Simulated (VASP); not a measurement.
Write the native input for VASP 6.6.1 that does the following.

```
Task                   : single point
Functional             : PBEsol
Potentials or basis    : VASP PAW PBE potentials, release 64 (Tl_d)
Cutoff                 : 520 eV
k mesh                 : 7 × 7 × 4
Occupations            : gaussian, width 0.05 eV
Spin                   : no spin polarisation
Dipole correction      : no
Further INCAR settings : ALGO = Normal; EDIFF = 1e-06; NBANDS = 20
```

The structure of Tl lies in POSCAR:

```
Tl
1.0
    3.4560000000      0.0000000000      0.0000000000
   -1.7280000000      2.9929837955      0.0000000000
    0.0000000000      0.0000000000      5.5250000000
Tl
2
Direct
    0.6666666667      0.3333333333      0.7500000000
    0.3333333333      0.6666666667      0.2500000000
```

The input as run:

INCAR

```
PREC = Accurate
ENCUT = 520
EDIFF = 1E-6
ISMEAR = 0
SIGMA = 0.05
LREAL = False
LASPH = True
NELM = 60
ALGO = Normal
ISIF = 2
LWAVE = False
LCHARG = False
GGA = PS
NBANDS = 20
```

KPOINTS

```
regular mesh
0
Gamma
  7 7 4
```

Potentials or basis: VASP PAW PBE potentials, release 64 (Tl_d).

Command:

```sh
$ cat potpaw_PBE.64/Tl_d/POTCAR > POTCAR
$ mpirun -np 1 vasp_std > vasp.out
```

It gave:

```
Pressure               : 0.0 GPa
Band gap on the k mesh : zero (bands 13 and 14 overlap by 5.43 eV)
```

Caveat: the PAW data sets were made with another functional, which shifts forces and pressure a little; spin-orbit coupling is left out, which moves the levels of the heavy elements.

It took 33 s on 1 thread of Intel Xeon 8259CL, on a shared host, peak memory 0.18 GiB.
